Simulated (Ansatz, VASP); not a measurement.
# Two plane-wave programs on TePb

INCAR

```
PREC = Accurate
ENCUT = 520
EDIFF = 1E-7
ISMEAR = 0
SIGMA = 0.1
LREAL = False
LASPH = True
NELM = 60
ALGO = Normal
ISIF = 2
LWAVE = False
LCHARG = False
GGA = PE
NBANDS = 17
```

KPOINTS

```
Automatic mesh
0
Gamma
  4 4 4
```

Contents of POSCAR:

```
TePb
1.0
    0.0000000000      3.2708968051      3.2708968051
    3.2708968051      0.0000000000      3.2708968051
    3.2708968051      3.2708968051      0.0000000000
Te Pb
1 1
Direct
    0.0000000000      0.0000000000      0.0000000000
    0.4923568362      0.5076431638      0.5076431638
```

Input for Ansatz:

```yaml
crystal:
  lattice:
    - [0.0, 3.2708968051, 3.2708968051]
    - [3.2708968051, 0.0, 3.2708968051]
    - [3.2708968051, 3.2708968051, 0.0]
  atoms:
    - { symbol: Te, position: [0.0, 0.0, 0.0] }
    - { symbol: Pb, position: [0.4923568362, 0.5076431638, 0.5076431638] }
basis:
  ecutwfc: 420
kpoints:
  mp_grid: { grid: [4, 4, 4] }
hamiltonian:
  xc: pbe
scf:
  occupations: { method: gaussian, width: 0.1 }
  convergence: { dr2_threshold: "1e-8 eV" }
output:
  forces: true
  stress: true
  eigenvalues: true
```

Alike in both runs: task single point; functional PBE; k mesh 4 × 4 × 4; occupations gaussian, width 0.1 eV; no spin polarisation.

```csv
,VASP,Ansatz
version,VASP 6.6.1,Ansatz 0.2.0
potentials or method,"VASP PAW PBE potentials, release 64 (Te, Pb_d), cutoff 520 eV","scalar-relativistic, plane waves, PAW"
valence electrons in the cell,20,30
```

```csv
,VASP,Ansatz,Ansatz less VASP
gap on the k mesh at the Fermi level (eV),0.82,0.82,-0.004
least direct gap on the mesh (eV),0.82,0.82,-0.004
pressure (GPa),0.5,0.5,+0.04
"traceless stress, the component that is largest in VASP (GPa)",0.06,0.06,0.000
rms of the force components (eV/Å),0.012,0.012,+0.0002
```

Atom by atom the forces differ by 0.000 eV/Å (rms over components). The functional is the same, so the differences come from potentials, cutoffs and numerics. VASP's potentials hold 20 valence electrons a cell and Ansatz's 30, so a difference there can come from the potentials and not from the codes. Ansatz's warnings: stress scf threshold loose.

Spin-orbit coupling is off throughout.
